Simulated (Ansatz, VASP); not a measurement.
**KCl: VASP beside Ansatz**

Contents of INCAR:

```
ALGO = Normal
EDIFF = 1E-7
ENCUT = 520
GGA = PE
ISIF = 2
ISMEAR = 0
LASPH = T
LCHARG = T
LELF = T
LREAL = F
LVHAR = T
LWAVE = F
NBANDS = 15
NELM = 100
PREC = Accurate
SIGMA = 0.02
```

Contents of KPOINTS:

```
k-points
0
Gamma
  6 6 6
```

Contents of POSCAR:

```
KCl
1.0
    0.0000000000      3.2278381530      3.2278381530
    3.2278381530      0.0000000000      3.2278381530
    3.2278381530      3.2278381530      0.0000000000
K Cl
1 1
Direct
    0.0000000000      0.0000000000      0.0000000000
    0.5000000000      0.5000000000      0.5000000000
```

Input for Ansatz:

```yaml
crystal:
  lattice:
    - [0.0, 3.227838153, 3.227838153]
    - [3.227838153, 0.0, 3.227838153]
    - [3.227838153, 3.227838153, 0.0]
  atoms:
    - { symbol: K, position: [0.0, 0.0, 0.0] }
    - { symbol: Cl, position: [0.5, 0.5, 0.5] }
basis:
  ecutwfc: 420
kpoints:
  mp_grid: { grid: [6, 6, 6] }
hamiltonian:
  xc: pbe
scf:
  occupations: { method: gaussian, width: 0.02 }
output:
  forces: true
  stress: true
  eigenvalues: true
  populations: true
```

Alike in both runs: task single point; functional PBE; k mesh 6 × 6 × 6; occupations gaussian, width 0.02 eV; no spin polarisation.

```csv
,VASP,Ansatz
version,VASP 6.6.1,Ansatz 0.2.0
potentials or method,"VASP PAW PBE potentials, release 64 (K_sv, Cl), cutoff 520 eV","scalar-relativistic, plane waves, PAW"
valence electrons in the cell,16,16
```

|  | VASP | Ansatz | Ansatz less VASP |
| --- | --- | --- | --- |
| gap on the k mesh at the Fermi level (eV) | 4.93 | 4.93 | +0.001 |
| least direct gap on the mesh (eV) | 4.93 | 4.93 | +0.001 |
| pressure (GPa) | -0.5 | -0.5 | -0.01 |
